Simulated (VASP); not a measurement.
Input of a VASP 6.6.1 run:

Contents of INCAR:

```
SYSTEM = Ga2O3
PREC = Accurate
ENCUT = 520
EDIFF = 1E-6
ISMEAR = -1
SIGMA = 0.01
LREAL = Auto
LASPH = .True.
NELM = 100
ALGO = Normal
ISIF = 2
LWAVE = .False.
LCHARG = .False.
GGA = PE
NBANDS = 104
ISYM = 0
```

KPOINTS

```
regular mesh
0
Gamma
  3 3 1
  0 0 0
```

The input POSCAR:

```
Ga2O3
1.0
   -2.5289754467      4.3803139633     -0.0000000167
   -5.0579508900      0.0000000000      0.0000000000
   -5.0579508900      2.9202093400      9.0826160100
Ga O
8 12
Direct
    0.1441586467      0.1441586467      0.2837620300
    0.3558413533      0.3558413533      0.4662379700
    0.8558413533      0.8558413533      0.2162379700
    0.6441586467      0.6441586467      0.0337620300
    0.1441586467      0.1441586467      0.7837620300
    0.3558413533      0.3558413533      0.9662379700
    0.8558413533      0.8558413533      0.7162379700
    0.6441586467      0.6441586467      0.5337620300
    0.9469003100      0.2500000000      0.1250000000
    0.2500000000      0.5530996900      0.1250000000
    0.5530996900      0.9469003100      0.1250000000
    0.0530996900      0.7500000000      0.3750000000
    0.4469003100      0.0530996900      0.3750000000
    0.7500000000      0.4469003100      0.3750000000
    0.9469003100      0.2500000000      0.6250000000
    0.2500000000      0.5530996900      0.6250000000
    0.5530996900      0.9469003100      0.6250000000
    0.0530996900      0.7500000000      0.8750000000
    0.4469003100      0.0530996900      0.8750000000
    0.7500000000      0.4469003100      0.8750000000
```

Potentials or basis: VASP PAW PBE potentials, release 64 (Ga_d, O).

The run is started by

```sh
$ cat potpaw_PBE.64/Ga_d/POTCAR potpaw_PBE.64/O/POTCAR > POTCAR
$ mpirun -np 1 vasp_std > vasp.out
```

(1) Predict the band gap on the k mesh.

(2) Predict the largest force.

(3) What does it give for the pressure?

## Answers

(1) 2.45 eV.

(2) 0.027 eV/Å.

(3) 0.7 GPa.

Caveat: the k points lie up to 0.69 Å⁻¹ apart.
